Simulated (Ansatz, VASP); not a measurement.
CaSe: VASP beside Ansatz

```
Ca Se
1.0
     0.00000    2.96741    2.96741
     2.96741    0.00000    2.96741
     2.96741    2.96741    0.00000
Ca Se
1 1
Direct
  0.00000 0.00000 0.00000
  0.50000 0.50000 0.50000
```

Alike in both runs: functional r2SCAN; k mesh 7 × 7 × 7; no spin polarisation.

Ansatz relaxed the structure, and its values are those at the end. VASP's run is a single point on that final structure, the one shown.

|  | VASP | Ansatz |
| --- | --- | --- |
| version | VASP 6.6.1 | Ansatz 0.2.0 |
| potentials or method | VASP PAW PBE potentials, release 64 (Ca_sv, Se), cutoff 520 eV | plane waves, PAW |
| occupations | gaussian, width 0.01 eV | fixed |
| valence electrons in the cell | 16 | 26 |

VASP gave:

| Property | Result |
| --- | --- |
| pressure (GPa) | 0.3 |

**Question.** Estimate Ansatz's values.

**Answer.** Pressure (GPa): 0.0.

VASP's potentials were made for PBE, not for r2SCAN. VASP's potentials hold 16 valence electrons a cell and Ansatz's 26, so a difference there can come from the potentials and not from the codes.
